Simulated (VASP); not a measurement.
Crystal: AlNi.

```xyz
2
Lattice="2.8810 0.0000 0.0000 0.0000 2.8810 0.0000 0.0000 0.0000 2.8810" Properties=species:S:1:pos:R:3 pbc="T T T"
Ni    1.4405    1.4405    1.4405
Al    0.0000    0.0000    0.0000
```

* Program: VASP 6.6.1
* Task: relaxation of cell and atoms
* Functional: BLYP
* Potentials or basis: VASP PAW PBE potentials, release 64 (Ni, Al)
* Cutoff: 600 eV
* k mesh: 9 × 9 × 9
* Occupations: fermi-dirac, width 0.05 eV
* Spin: collinear spin, ferromagnetic start
* Starting moments: [1.0, 0.0] μB

At the start: pressure 6.8 GPa; volume 11.96 Å³/atom.

Problem. How do energy, volume and symmetry change on relaxing?

Solution. Over 3 steps the energy falls by 11.0 meV/atom and the volume is 12.49 Å³/atom (+4.5 %); space group Pm-3m (No. 221, to 0.05 Å); moment 0.00 μB per cell.

Step by step:
```csv
step,energy change (eV),largest force (eV/Å),pressure (GPa),volume (Å³)
1,0.0000,0.0000,6.83,23.91
2,-0.0127,0.0000,-3.87,25.72
3,-0.0219,0.0000,-0.03,24.98
```

Final structure:
```
Ni Al
1.0
     2.92336    0.00000    0.00000
     0.00000    2.92336    0.00000
     0.00000    0.00000    2.92336
Ni Al
1 1
Direct
  0.50000 0.50000 0.50000
  0.00000 0.00000 0.00000
```

Caveat: the PAW data sets were made with another functional, which shifts forces and pressure a little.
